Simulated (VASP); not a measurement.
# Ta3BiO3 in VASP: notebook, part 2 of 2

VASP 6.6.1. The steps go on from the part before.

### 4 Single point, PBE

Contents of INCAR:

```
SYSTEM = Ta3BiO3
PREC     = Accurate       ! precision mode
ENCUT    = 520            ! plane-wave cutoff, eV
EDIFF    = 1E-7           ! SCF threshold, eV
ISMEAR   = 0              ! smearing method
SIGMA    = 0.1            ! smearing width, eV
LREAL    = .FALSE.        ! projectors in reciprocal space
LASPH    = .TRUE.         ! aspherical terms in the spheres
NELM     = 80             ! most SCF steps
ALGO     = Normal         ! electronic algorithm
ISIF     = 2              ! what is computed and relaxed
LWAVE    = .FALSE.        ! write WAVECAR
LCHARG   = .FALSE.        ! write CHGCAR
GGA      = PE             ! functional
NBANDS   = 42             ! bands
```

Contents of KPOINTS:

```
Automatic mesh
0
G
  8 8 6
  0 0 0
```

Contents of POSCAR:

```
Ta3BiO3
1.0
    3.9905179339     -3.1471476130      0.0055549226
    3.9905179339      3.1471476130      0.0055549226
   -2.9881708813      0.0000000000      4.8857373621
Ta Bi O
3 1 3
Direct
    0.6477487286      0.6477487286      0.1288216526
    0.7072108470      0.2518755794      0.4323600427
    0.2518755794      0.7072108470      0.4323600427
    0.2041586037      0.2041586037      0.9466469303
    0.5073643684      0.9561202768      0.4488425429
    0.9561202768      0.5073643684      0.4488425429
    0.5513816460      0.5513816460      0.7342343159
```

Potentials or basis: VASP PAW PBE potentials, release 64 (Ta_pv, Bi_d, O).

Started as:

```console
$ cat potpaw_PBE.64/Ta_pv/POTCAR potpaw_PBE.64/Bi_d/POTCAR potpaw_PBE.64/O/POTCAR > POTCAR
$ mpirun -np 1 vasp_std > vasp.out
```

OUTCAR:

```text
SYSTEM = Ta3BiO3
   PREC = Accurate
   ENCUT = 520
   EDIFF = 1E-7
   ISMEAR = 0
   LREAL = .FALSE.
   LASPH = .TRUE.
   NELM = 80
   ISIF = 2
   GGA = PE

 ion  position               nearest neighbor table
   1  0.648  0.648  0.129-   7 1.97   6 2.13   5 2.13   2 2.86   3 2.86   3 3.05   2 3.05   4 3.13
                             4 3.42   4 3.42
   2  0.707  0.252  0.432-   6 1.97   5 2.05   7 2.08   1 2.86   3 2.87   4 2.87   1 3.05   4 3.05
                             3 3.43
   3  0.252  0.707  0.432-   5 1.97   6 2.05   7 2.08   1 2.86   2 2.87   4 2.87   1 3.05   4 3.05
                             2 3.43
   4  0.204  0.204  0.947-   2 2.87   3 2.87   2 3.05   3 3.05   1 3.13   1 3.42   1 3.42
   5  0.507  0.956  0.449-   3 1.97   2 2.05   1 2.13
   6  0.956  0.507  0.449-   2 1.97   3 2.05   1 2.13
   7  0.551  0.551  0.734-   1 1.97   2 2.08   3 2.08

  LATTYP: Found a base centered monoclinic cell.
 ALAT       =     7.9810436004
 B/A-ratio  =     0.7886556622
 C/A-ratio  =     0.7175869893
 COS(beta)  =    -0.5205724566

  Lattice vectors:

 A1 = (   3.9905179339,  -3.1471476130,   0.0055549226)
 A2 = (   3.9905179339,   3.1471476130,   0.0055549226)
 A3 = (  -2.9881708813,   0.0000000000,   4.8857373621)

Analysis of symmetry for initial positions (statically):
=====================================================================
 Subroutine PRICEL returns:
 Original cell was already a primitive cell.

 Routine SETGRP: Setting up the symmetry group for a
 base centered monoclinic supercell.

 Subroutine GETGRP returns: Found  2 space group operations
 (whereof  2 operations were pure point group operations)
 out of a pool of  4 trial point group operations.

The static configuration has the point symmetry C_1h.

Analysis of symmetry for dynamics (positions and initial velocities):
=====================================================================
 Subroutine PRICEL returns:
 Original cell was already a primitive cell.

 Routine SETGRP: Setting up the symmetry group for a
 base centered monoclinic supercell.

 Subroutine GETGRP returns: Found  2 space group operations
 (whereof  2 operations were pure point group operations)
 out of a pool of  4 trial point group operations.

The dynamic configuration has the point symmetry C_1h.

 Subroutine INISYM returns: Found  2 space group operations
 (whereof  2 operations are pure point group operations),
 and found     1 'primitive' translations

----------------------------------------------------------------------------------------

                                     Primitive cell

  volume of cell :     122.8220

  direct lattice vectors                    reciprocal lattice vectors
     3.990517934 -3.147147613  0.005554923     0.125190434 -0.158874022  0.076567851
     3.990517934  3.147147613  0.005554923     0.125190434  0.158874022  0.076567851
    -2.988170881  0.000000000  4.885737362    -0.000284675  0.000000000  0.204503286

  length of vectors
     5.082204476  5.082204476  5.727093049     0.216278144  0.216278144  0.204503484

  position of ions in fractional coordinates (direct lattice)
     0.647748729  0.647748729  0.128821653
     0.707210847  0.251875579  0.432360043
     0.251875579  0.707210847  0.432360043
     0.204158604  0.204158604  0.946646930
[... 47 lines left out ...]
  0.125000  0.125000  0.000000      2.000000
[... 16 lines left out ...]
  0.125000  0.000000  0.166667      4.000000
  0.250000  0.000000  0.166667      4.000000
 [... further k-points ...]
   k-points           NKPTS =    114   k-points in BZ     NKDIM =    114   number of bands    NBANDS=     42
   number of dos      NEDOS =    301   number of ions     NIONS =      7
   total plane-waves  NPLWV =  76800
   dimension x,y,z NGX =    40 NGY =   40 NGZ =   48
   dimension x,y,z NGXF=    80 NGYF=   80 NGZF=   96
   ions per type =               3   1   3
   NGX,Y,Z   is equivalent  to a cutoff of  13.08, 13.08, 13.93 a.u.
   NGXF,Y,Z  is equivalent  to a cutoff of  26.17, 26.17, 27.87 a.u.
 SYSTEM =  Ta3BiO3
   PREC   = accura    normal or accurate (medium, high low for compatibility)
   ISTART =      0    job   : 0-new  1-cont  2-samecut
   ICHARG =      2    charge: 1-file 2-atom 10-const
   ISPIN  =      1    spin polarized calculation?
   LNONCOLLINEAR =      F non collinear calculations
   LSORBIT =      F    spin-orbit coupling
   LASPH  =      T    aspherical Exc in radial PAW
   ENCUT  =  520.0 eV  38.22 Ry    6.18 a.u.   9.45  9.45 10.65*2*pi/ulx,y,z
   NELM   =     80;   NELMIN=  2; NELMDL= -5     # of ELM steps
   EDIFF  = 0.1E-06   stopping-criterion for ELM
   LREAL  =      F    real-space projection
   EDIFFG = 0.1E-05   stopping-criterion for IOM
   NSW    =      0    number of steps for IOM
   IBRION =     -1    ionic relax: 0-MD 1-quasi-New 2-CG
   NFREE  =      0    steps in history (QN), initial steepest desc. (CG)
   ISIF   =      2    stress and relaxation
   ISYM   =      2    0-nonsym 1-usesym 2-fastsym
   POTIM  = 0.5000    time-step for ionic-motion
   TEBEG  =    0.0;   TEEND  =   0.0 temperature during run
   PSTRESS=    0.0 pullay stress
   NELECT =      66.0000    total number of electrons
   NUPDOWN=      -1.0000    fix difference up-down
   EMIN   =  10.00;   EMAX   =-10.00  energy-range for DOS
   EFERMI =   0.00;   METHOD = LEGACY
   ISMEAR =     0;   SIGMA  =   0.10  broadening in eV -4-tet -1-fermi 0-gaus
   EFERMI_NEDOS =   21; number of points for ismear=-14 and -15
   IALGO  =     38    algorithm
   IMIX   =      4    mixing-type and parameters
     AMIX     =   0.40;   BMIX     =  1.00
     AMIX_MAG =   1.60;   BMIX_MAG =  1.00
  volume/ion in A,a.u.               =      17.55       118.41
  Fermi-wavevector in a.u.,A,eV,Ry     =   1.330957  2.515145 24.102003  1.771447
  Thomas-Fermi vector in A             =   2.460005
   LORBIT       =      0    0 simple, 1 ext, 2 COOP (PROOUT), +10 PAW based schemes
   GGA     = PE    functional components
   LHFCALC =     F    Hartree Fock is set to
   AEXX    =    0.0000 exact exchange contribution
   IVDW    =     0    specifies the selected vdW correction
   LEPSILON=     F    determine dielectric tensor
   LRPA    =     F    only Hartree local field effects (RPA)
 non-spin polarized calculation
 Gauss-broadening in eV      SIGMA  =   0.10
  energy-cutoff  :      520.00
  volume of cell :      122.82
 maximum number of plane-waves:      3329
 NGX is ok and might be reduce to    40
   NGX = 19   NGY = 19   NGZ = 21

 number of electron      66.0000003 magnetization

 Free energy of the ion-electron system (eV)
  ---------------------------------------------------
  ext. energy  EPLUGINS =         0.00000000
  ---------------------------------------------------
  free energy    TOTEN  =       -63.74948656 eV

  energy without entropy =      -63.73175079  energy(sigma->0) =      -63.74061867

 E-fermi :   5.2270     XC(G=0): -10.7671

 val. band max:        5.2149298258   @ k =  -0.1250   0.3750   0.3333
 cond. band min:       5.2281138184   @ k =  -0.1250  -0.3750   0.1667
 fundamental gap:      0.0131839926
 Fermi energy:         5.2270089818

 k-point     1 :       0.0000    0.0000    0.0000
  band No.  band energies     occupation
      1     -30.3674      2.00000
      2     -30.3121      2.00000
      3     -30.1837      2.00000
      4     -30.1028      2.00000
      5     -29.9460      2.00000
      6     -29.8896      2.00000
[... 1069 lines left out ...]
     41       8.7220      0.00000
     42       8.9939      0.00000

 [... further k-points ...]

------------------------ aborting loop because EDIFF is reached ----------------------------------------

  FORCE on cell =-STRESS in cart. coord.  units (eV):
  Direction    XX          YY          ZZ          XY          YZ          ZX
  --------------------------------------------------------------------------------------
  -------------------------------------------------------------------------------------
  Total        0.3767406      0.0966640      0.2384969      0.0000000      0.0000000     -0.0581854
  in kB        4.9144727      1.2609544      3.1111230      0.0000000      0.0000000     -0.7590119
  external PRESSURE =       3.0955167 kB  Pullay stress =       0.0000000 kB

 VOLUME and BASIS-vectors are now :
 -----------------------------------------------------------------------------
  energy-cutoff  :      520.00
  volume of cell :      122.82
      direct lattice vectors                 reciprocal lattice vectors
     3.990517934 -3.147147613  0.005554923     0.125190434 -0.158874022  0.076567851
     3.990517934  3.147147613  0.005554923     0.125190434  0.158874022  0.076567851
    -2.988170881  0.000000000  4.885737362    -0.000284675  0.000000000  0.204503286

 POSITION                                       TOTAL-FORCE (eV/Angst)
 -----------------------------------------------------------------------------------
      4.78476      0.00000      0.63659        -0.005012      0.000000      0.013889
      2.53529     -1.43301      2.11773        -0.033195     -0.021329     -0.018727
      2.53529      1.43301      2.11773        -0.033195      0.021329     -0.018727
     -1.19935      0.00000      4.62734         0.002365      0.000000     -0.004989
      4.49884      1.41230      2.20106         0.029197      0.014176      0.021348
      4.49884     -1.41230      2.20106         0.029197     -0.014176      0.021348
      2.20658      0.00000      3.59340         0.010643      0.000000     -0.014141
 -----------------------------------------------------------------------------------
    total drift:                                0.000572      0.000000     -0.000307

  FREE ENERGIE OF THE ION-ELECTRON SYSTEM (eV)
  ---------------------------------------------------
  free  energy   TOTEN  =       -63.7494865584 eV

  energy  without entropy=      -63.7317507889  energy(sigma->0) =      -63.74061867
```

Wall time 19 min (1 thread of Intel Xeon 8259CL, shared host); peak memory 0.63 GiB.

Results:

```
Free energy            : -63.7495 eV
Pressure               : 0.3 GPa
Largest force          : 0.044 eV/Å
Band gap on the k mesh : zero (bands 33 and 34 overlap by 0.98 eV)
```

Forces on the atoms (eV/Å):
```
Ta  -0.005  0.000  0.014
Ta  -0.033 -0.021 -0.019
Ta  -0.033  0.021 -0.019
Bi   0.002  0.000 -0.005
O    0.029  0.014  0.021
O    0.029 -0.014  0.021
O    0.011  0.000 -0.014
```

Caveat: spin-orbit coupling is left out, which moves the levels of the heavy elements.

### 5 The runs side by side

| cell | k mesh | smearing | gap on the mesh (eV) | pressure (GPa) | largest force (eV/Å) |
| --- | --- | --- | --- | --- | --- |
| a = 5.082, b = 5.082, c = 5.727 Å, angles 65.9, 65.9, 76.5°, 7 atoms, atomic positions A | 6 × 6 × 4 | gaussian 0.2 eV | none | 0.3 | 0.07 |
| a = 5.071, b = 5.070, c = 5.753 Å, angles 65.8, 65.7, 76.1°, 7 atoms, atomic positions B | 6 × 6 × 4 | gaussian 0.2 eV | none | 0.2 | 0.05 |
| a = 5.082, b = 5.082, c = 5.727 Å, angles 114.1, 114.1, 76.5°, 7 atoms, atomic positions A | 8 × 8 × 6 | gaussian 0.1 eV | none | 0.3 | 0.04 |

Alike in all rows: task single point; level PBE; potentials or basis VASP PAW PBE potentials, release 64 (Ta_pv, Bi_d, O); no spin polarisation; cutoff (eV) 520.

Caveats: spin-orbit coupling is left out, which moves the levels of the heavy elements.

Total energies depend on the potentials used, so only differences within one code and one set of settings carry meaning.
